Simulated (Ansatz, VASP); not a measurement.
## BN in VASP and in Ansatz

```xyz
2
Lattice="0.0000 4.2247 2.1754 1.2561 0.0000 2.1754 1.2561 4.2247 0.0000" Properties=species:S:1:pos:R:3 pbc="T T T"
B     1.2561    4.2247    0.0001
N     1.2561    4.2247    2.9005
```

Alike in both runs: functional PBE; k mesh 6 × 6 × 6; occupations gaussian, width 0.02 eV; no spin polarisation.

Ansatz relaxed the structure, and its values are those at the end. VASP's run is a single point on that final structure, the one shown.

|  | VASP | Ansatz |
| --- | --- | --- |
| version | VASP 6.6.1 | Ansatz 0.2.0 |
| potentials or method | VASP PAW PBE potentials, release 64 (B, N), cutoff 520 eV | scalar-relativistic, plane waves, PAW |
| valence electrons in the cell | 8 | 8 |

```tsv
	VASP	Ansatz	Ansatz less VASP
gap on the k mesh at the Fermi level (eV)	4.34	4.34	0.000
least direct gap on the mesh (eV)	4.60	4.60	+0.003
pressure (GPa)	0.1	0.0	-0.05
```

The k mesh is coarse, so the values compare programs but aren't converged.
